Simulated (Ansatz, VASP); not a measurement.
**Two plane-wave programs on SnSe**

INCAR

```
SYSTEM = SnSe
PREC = Accurate
ENCUT = 520
EDIFF = 1E-6
ISMEAR = 0
SIGMA = 0.02
LREAL = .False.
LASPH = .True.
NELM = 80
ALGO = Normal
ISIF = 2
LWAVE = .False.
LCHARG = .False.
GGA = PS
NBANDS = 17
```

Contents of KPOINTS:

```
regular mesh
0
Gamma
  8 8 8
  0 0 0
```

POSCAR

```
SnSe
1.0
    0.0000000000      2.9478134000      2.9478134000
    2.9478134000      0.0000000000      2.9478134000
    2.9478134000      2.9478134000      0.0000000000
Sn Se
1 1
Direct
    0.0000000000      0.0000000000      0.0000000000
    0.5000000000      0.5000000000      0.5000000000
```

Input for Ansatz:

```yaml
crystal:
  lattice:
    - [0.0, 2.9478134, 2.9478134]
    - [2.9478134, 0.0, 2.9478134]
    - [2.9478134, 2.9478134, 0.0]
  atoms:
    - { symbol: Sn, position: [0.0, 0.0, 0.0] }
    - { symbol: Se, position: [0.5, 0.5, 0.5] }
basis:
  ecutwfc: 420
kpoints:
  mp_grid: { grid: [8, 8, 8] }
hamiltonian:
  xc: pbesol
scf:
  occupations: { method: gaussian, width: 0.02 }
output:
  forces: true
  stress: true
  eigenvalues: true
```

Alike in both runs: task single point; functional PBEsol; k mesh 8 × 8 × 8; occupations gaussian, width 0.02 eV; no spin polarisation.

```csv
,VASP,Ansatz
version,VASP 6.6.1,Ansatz 0.2.0
potentials or method,"VASP PAW PBE potentials, release 64 (Sn_d, Se), cutoff 520 eV","scalar-relativistic, plane waves, PAW"
valence electrons in the cell,20,30
```

```csv
,VASP,Ansatz,Ansatz less VASP
gap on the k mesh at the Fermi level (eV),0.76,0.76,+0.002
least direct gap on the mesh (eV),0.92,0.92,-0.001
pressure (GPa),1.5,1.5,-0.03
```

VASP's potentials were made for PBE, not for PBEsol. VASP's potentials hold 20 valence electrons a cell and Ansatz's 30, so a difference there can come from the potentials and not from the codes.
